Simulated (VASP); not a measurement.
PbS:

```
CELL_PARAMETERS angstrom
0.00000 3.10672 3.10672
3.10672 0.00000 3.10672
3.10672 3.10672 0.00000
ATOMIC_POSITIONS crystal
Pb 0.00000 0.00000 0.00000
S 0.50000 0.50000 0.50000
```

This cell differs from its parent crystal: strain +4.0%.

Base run:

| Quantity | Value |
| --- | --- |
| Program | VASP 6.6.1 |
| Functional | HSE06 |
| Potentials or basis | VASP PAW PBE potentials, release 64 (Pb_d, S) |
| Cutoff | 520 eV |
| k mesh | 6 × 6 × 6 |
| Occupations | gaussian, width 0.01 eV |
| Spin | no spin polarisation |

Its results: band gap on the k mesh 1.28 eV; pressure -5.4 GPa.

Q: The run is repeated on the same cell with these changes: functional from HSE06 to PBE; cutoff from 520 eV to 500 eV; k mesh from 6 × 6 × 6 to 4 × 4 × 4. What comes out?

A: Band gap on the k mesh 0.77 eV; pressure -4.3 GPa.

Several settings changed at once.

Caveats: some runs use coarse meshes; spin-orbit coupling is left out, which moves the levels of the heavy elements; the cell stands under tension (at least some runs); the PAW data sets were made with another functional, which shifts forces and pressure a little (at least some runs).

A k mesh can miss the band edges.
